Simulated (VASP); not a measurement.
Here is a VASP 6.6.1 calculation.

The input INCAR:

```
ALGO = Normal
EDIFF = 1E-7
ENCUT = 520
GGA = CA
ISIF = 2
ISMEAR = 1
LASPH = T
LCHARG = T
LELF = T
LREAL = F
LVHAR = T
LWAVE = F
NBANDS = 13
NELM = 100
PREC = Accurate
SIGMA = 0.1
```

File KPOINTS:

```
k-points
0
Gamma
  6 6 4
```

The input POSCAR:

```
Se
1.0
    4.1783570000      0.0000000000      0.0000000000
    0.0000000000      4.1783570000      0.0000000000
    0.0000000000      0.0000000000      5.9844230000
Se
2
Direct
    0.5000000000      0.0000000000      0.2394440000
    0.0000000000      0.5000000000      0.7605560000
```

Potentials or basis: VASP PAW LDA potentials, release 64 (Se).

Run with:

```console
$ cat potpaw_LDA.64/Se/POTCAR > POTCAR
$ mpirun -np 1 vasp_std > vasp.out
```

(1) Predict the band gap on the k mesh.

(2) What does it give for the pressure?

(3) What does it give for the largest force?

Answers

(1) zero (band 6 reaches -1.84 eV, above the bottom of band 7 at -2.70 eV).

(2) -6.9 GPa.

(3) 0.265 eV/Å.
